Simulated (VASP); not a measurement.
# Al (Fm-3m) in VASP: notebook

The runs below take Al through single point, with LDA, PBE.

Program: VASP 6.6.1. These are calculated values, not measurements. Logs are shortened: lines on timing, memory, paths and dates and some standing lists are left out, and cuts for length are marked.

**1. The cell of the first run**

Symmetry: Fm-3m, No. 225, cubic system. The conventional cell has a = 3.983 Å, b = 3.983 Å, c = 3.983 Å, α = 90.00°, β = 90.00°, γ = 90.00°. Al (site symmetry m-3m) has 12 Al at 2.82 Å within 3.7 Å.

**2. Single point, LDA**

INCAR reads:

```
PREC = Accurate ; ENCUT = 520
EDIFF = 1E-6 ; ISMEAR = -1
SIGMA = 0.05 ; LREAL = F
LASPH = T ; NELM = 80
ALGO = Normal ; ISIF = 2
LWAVE = F ; LCHARG = F
NBANDS = 8
```

KPOINTS reads:

```
Automatic mesh
0
Gamma
  16 16 16
```

POSCAR reads:

```
Al
1.0
    0.0000000000      1.9916592685      1.9916592685
    1.9916592685      0.0000000000      1.9916592685
    1.9916592685      1.9916592685      0.0000000000
Al
1
Direct
    0.0000000000      0.0000000000      0.0000000000
```

Potentials or basis: VASP PAW LDA potentials, release 64 (Al).

Started as:

```
cat potpaw_LDA.64/Al/POTCAR > POTCAR
mpirun -np 1 vasp_std > vasp.out
```

OUTCAR:

```text
PREC = Accurate
   ENCUT = 520
   EDIFF = 1E-6
   ISMEAR = -1
   LREAL = F
   LASPH = T
   NELM = 80
   ISIF = 2

 ion  position               nearest neighbor table
   1  0.000  0.000  0.000-

  LATTYP: Found a face centered cubic cell.
 ALAT       =     3.9833185370

  Lattice vectors:

 A1 = (   0.0000000000,   1.9916592685,   1.9916592685)
 A2 = (   1.9916592685,   0.0000000000,   1.9916592685)
 A3 = (   1.9916592685,   1.9916592685,   0.0000000000)

Analysis of symmetry for initial positions (statically):
=====================================================================
 Subroutine PRICEL returns:
 Original cell was already a primitive cell.

 Routine SETGRP: Setting up the symmetry group for a
 face centered cubic supercell.

 Subroutine GETGRP returns: Found 48 space group operations
 (whereof 48 operations were pure point group operations)
 out of a pool of 48 trial point group operations.

The static configuration has the point symmetry O_h .

Analysis of symmetry for dynamics (positions and initial velocities):
=====================================================================
 Subroutine PRICEL returns:
 Original cell was already a primitive cell.

 Routine SETGRP: Setting up the symmetry group for a
 face centered cubic supercell.

 Subroutine GETGRP returns: Found 48 space group operations
 (whereof 48 operations were pure point group operations)
 out of a pool of 48 trial point group operations.

The dynamic configuration has the point symmetry O_h .

 Subroutine INISYM returns: Found 48 space group operations
 (whereof 48 operations are pure point group operations),
 and found     1 'primitive' translations

----------------------------------------------------------------------------------------

                                     Primitive cell

  volume of cell :      15.8007

  direct lattice vectors                    reciprocal lattice vectors
     0.000000000  1.991659269  1.991659269    -0.251046958  0.251046958  0.251046958
     1.991659269  0.000000000  1.991659269     0.251046958 -0.251046958  0.251046958
     1.991659269  1.991659269  0.000000000     0.251046958  0.251046958 -0.251046958

  length of vectors
     2.816631549  2.816631549  2.816631549     0.434826086  0.434826086  0.434826086

  position of ions in fractional coordinates (direct lattice)
     0.000000000  0.000000000  0.000000000

  ion indices of the primitive-cell ions
   primitive index   ion index
                 1           1

----------------------------------------------------------------------------------------

 KPOINTS: Automatic mesh

Automatic generation of k-mesh.
 Grid dimensions read from file:
 generate k-points for:   16   16   16

 Generating k-lattice:

  Cartesian coordinates                     Fractional coordinates (reciprocal lattice)
    -0.015690435  0.015690435  0.015690435     0.062500000  0.000000000  0.000000000
     0.015690435 -0.015690435  0.015690435     0.000000000  0.062500000  0.000000000
     0.015690435  0.015690435 -0.015690435     0.000000000  0.000000000  0.062500000

  Length of vectors
     0.027176630  0.027176630  0.027176630

  Shift w.r.t. Gamma in fractional coordinates (k-lattice)
     0.000000000  0.000000000  0.000000000

 Subroutine IBZKPT returns following result:
 ===========================================

 Found    145 irreducible k-points:

 Following reciprocal coordinates:
            Coordinates               Weight
  0.000000  0.000000  0.000000      1.000000
  0.062500  0.000000  0.000000      8.000000
  0.125000  0.000000  0.000000      8.000000
  0.187500  0.000000  0.000000      8.000000
  0.250000  0.000000  0.000000      8.000000
  0.312500  0.000000  0.000000      8.000000
[... 16 lines left out ...]
 -0.125000  0.062500  0.000000     24.000000
 -0.062500  0.062500  0.000000     12.000000
 [... further k-points ...]
   k-points           NKPTS =    145   k-points in BZ     NKDIM =    145   number of bands    NBANDS=      8
   number of dos      NEDOS =    301   number of ions     NIONS =      1
   total plane-waves  NPLWV =  13824
   dimension x,y,z NGX =    24 NGY =   24 NGZ =   24
   dimension x,y,z NGXF=    48 NGYF=   48 NGZF=   48
   ions per type =               1
   NGX,Y,Z   is equivalent  to a cutoff of  14.17, 14.17, 14.17 a.u.
   NGXF,Y,Z  is equivalent  to a cutoff of  28.33, 28.33, 28.33 a.u.
 SYSTEM =  unknown system
   PREC   = accura    normal or accurate (medium, high low for compatibility)
   ISTART =      0    job   : 0-new  1-cont  2-samecut
   ICHARG =      2    charge: 1-file 2-atom 10-const
   ISPIN  =      1    spin polarized calculation?
   LNONCOLLINEAR =      F non collinear calculations
   LSORBIT =      F    spin-orbit coupling
   LASPH  =      T    aspherical Exc in radial PAW
   ENCUT  =  520.0 eV  38.22 Ry    6.18 a.u.   5.24  5.24  5.24*2*pi/ulx,y,z
   NELM   =     80;   NELMIN=  2; NELMDL= -5     # of ELM steps
   EDIFF  = 0.1E-05   stopping-criterion for ELM
   LREAL  =      F    real-space projection
   EDIFFG = 0.1E-04   stopping-criterion for IOM
   NSW    =      0    number of steps for IOM
   IBRION =     -1    ionic relax: 0-MD 1-quasi-New 2-CG
   NFREE  =      0    steps in history (QN), initial steepest desc. (CG)
   ISIF   =      2    stress and relaxation
   ISYM   =      2    0-nonsym 1-usesym 2-fastsym
   POTIM  = 0.5000    time-step for ionic-motion
   TEBEG  =    0.0;   TEEND  =   0.0 temperature during run
   PSTRESS=    0.0 pullay stress
   NELECT =       3.0000    total number of electrons
   NUPDOWN=      -1.0000    fix difference up-down
   EMIN   =  10.00;   EMAX   =-10.00  energy-range for DOS
   EFERMI =   0.00;   METHOD = LEGACY
   ISMEAR =    -1;   SIGMA  =   0.05  broadening in eV -4-tet -1-fermi 0-gaus
   EFERMI_NEDOS =   21; number of points for ismear=-14 and -15
   IALGO  =     38    algorithm
   IMIX   =      4    mixing-type and parameters
     AMIX     =   0.40;   BMIX     =  1.00
     AMIX_MAG =   1.60;   BMIX_MAG =  1.00
  volume/ion in A,a.u.               =      15.80       106.63
  Fermi-wavevector in a.u.,A,eV,Ry     =   0.940929  1.778098 12.045884  0.885347
  Thomas-Fermi vector in A             =   2.068390
   LORBIT       =      0    0 simple, 1 ext, 2 COOP (PROOUT), +10 PAW based schemes
   GGA     = CA    functional components
   LHFCALC =     F    Hartree Fock is set to
   AEXX    =    0.0000 exact exchange contribution
   IVDW    =     0    specifies the selected vdW correction
   LEPSILON=     F    determine dielectric tensor
   LRPA    =     F    only Hartree local field effects (RPA)
 non-spin polarized calculation
  energy-cutoff  :      520.00
  volume of cell :       15.80
 maximum number of plane-waves:       444
 NGX is ok and might be reduce to    24
   NGX = 11   NGY = 11   NGZ = 11

 number of electron       3.0000000 magnetization

 Free energy of the ion-electron system (eV)
  ---------------------------------------------------
  ext. energy  EPLUGINS =         0.00000000
  ---------------------------------------------------
  free energy    TOTEN  =        -4.19839422 eV

  energy without entropy =       -4.19614553  energy(sigma->0) =       -4.19726988

 E-fermi :   8.2828     XC(G=0): -10.5050

 val. band max:        8.2410826423   @ k =  -0.2500   0.3125   0.1250
 cond. band min:       8.3721003110   @ k =   0.4375   0.4375   0.0000
 fundamental gap:      0.1310176687
 Fermi energy:         8.2827850641

 k-point     1 :       0.0000    0.0000    0.0000
  band No.  band energies     occupation
      1      -3.1538      2.00000
      2      21.0553      0.00000
      3      21.0553      0.00000
      4      21.0553      0.00000
      5      22.7125      0.00000
      6      22.7125      0.00000
      7      22.7125      0.00000
      8      25.1778      0.00000

 k-point     2 :       0.0625    0.0000    0.0000
  band No.  band energies     occupation
      1      -3.0447      2.00000
      2      19.2809      0.00000
      3      20.7010      0.00000
      4      20.7010      0.00000
      5      23.2347      0.00000
      6      23.2347      0.00000
      7      23.3245      0.00000
      8      26.2721      0.00000

 k-point     3 :       0.1250    0.0000    0.0000
  band No.  band energies     occupation
      1      -2.7182      2.00000
      2      16.7276      0.00000
      3      20.1411      0.00000
      4      20.1411      0.00000
      5      23.3377      0.00000
      6      24.2360      0.00000
      7      24.2360      0.00000
      8      26.2114      0.00000

 k-point     4 :       0.1875    0.0000    0.0000
  band No.  band energies     occupation
      1      -2.1758      2.00000
      2      14.1865      0.00000
      3      19.6803      0.00000
      4      19.6803      0.00000
      5      23.1450      0.00000
      6      24.3902      0.00000
      7      24.3902      0.00000
      8      26.0793      0.00000

 k-point     5 :       0.2500    0.0000    0.0000
  band No.  band energies     occupation
      1      -1.4201      2.00000
      2      11.7582      0.00000
      3      19.3759      0.00000
      4      19.3759      0.00000
      5      22.9837      0.00000
      6      23.2862      0.00000
      7      23.2862      0.00000
      8      27.5080      0.00000
[... 177 lines left out ...]
 k-point    22 :      -0.1875    0.0625    0.0000
  band No.  band energies     occupation
      1      -1.8514      2.00000
      2      13.4260      0.00000
      3      17.6492      0.00000
      4      20.9154      0.00000
      5      22.8902      0.00000
      6      23.7607      0.00000
      7      24.5075      0.00000
      8      25.2765      0.00000

 k-point    23 :      -0.1250    0.0625    0.0000
  band No.  band energies     occupation
      1      -2.4648      2.00000
      2      15.8937      0.00000
      3      18.1213      0.00000
      4      21.2370      0.00000
      5      23.4638      0.00000
      6      23.8821      0.00000
      7      24.7309      0.00000
      8      25.2848      0.00000

 k-point    24 :      -0.0625    0.0625    0.0000
  band No.  band energies     occupation
      1      -2.8633      2.00000
      2      18.1871      0.00000
      3      18.9655      0.00000
      4      21.3377      0.00000
      5      22.8894      0.00000
      6      23.7586      0.00000
      7      24.3601      0.00000
      8      26.0040      0.00000

 [... further k-points ...]

------------------------ aborting loop because EDIFF is reached ----------------------------------------

  FORCE on cell =-STRESS in cart. coord.  units (eV):
  Direction    XX          YY          ZZ          XY          YZ          ZX
  --------------------------------------------------------------------------------------
  -------------------------------------------------------------------------------------
  Total        0.0078359      0.0078359      0.0078359     -0.0000000     -0.0000000      0.0000000
  in kB        0.7945558      0.7945558      0.7945558     -0.0000000     -0.0000000      0.0000000
  external PRESSURE =       0.7945558 kB  Pullay stress =       0.0000000 kB

 VOLUME and BASIS-vectors are now :
 -----------------------------------------------------------------------------
  energy-cutoff  :      520.00
  volume of cell :       15.80
      direct lattice vectors                 reciprocal lattice vectors
     0.000000000  1.991659269  1.991659269    -0.251046958  0.251046958  0.251046958
     1.991659269  0.000000000  1.991659269     0.251046958 -0.251046958  0.251046958
     1.991659269  1.991659269  0.000000000     0.251046958  0.251046958 -0.251046958

 POSITION                                       TOTAL-FORCE (eV/Angst)
 -----------------------------------------------------------------------------------
      0.00000      0.00000      0.00000         0.000000     -0.000000     -0.000000
 -----------------------------------------------------------------------------------
    total drift:                                0.000000     -0.000000     -0.000000

  FREE ENERGIE OF THE ION-ELECTRON SYSTEM (eV)
  ---------------------------------------------------
  free  energy   TOTEN  =        -4.1983942239 eV

  energy  without entropy=       -4.1961455299  energy(sigma->0) =       -4.19726988
```

Run time: 10 s. Hardware: 1 thread of Intel Xeon 6975P-C, shared host; peak memory 0.13 GiB.

What came out:

```
Free energy : -4.1984 eV
Pressure    : 0.1 GPa
```

Levels at points of the mesh, in eV from the Fermi level:
```tsv
k point	band 1	band 2	band 3	band 4	band 5	band 6
(0.00, 0.00, 0.00)	-11.44	12.77	12.77	12.77	14.43	14.43
(0.50, 0.00, 0.00)	-4.76	-4.49	11.60	11.60	11.67	11.67
(0.50, 0.50, 0.00)	-3.04	-1.66	5.27	5.70	5.70	9.33
```

(Part 1 of 2 ends here.)
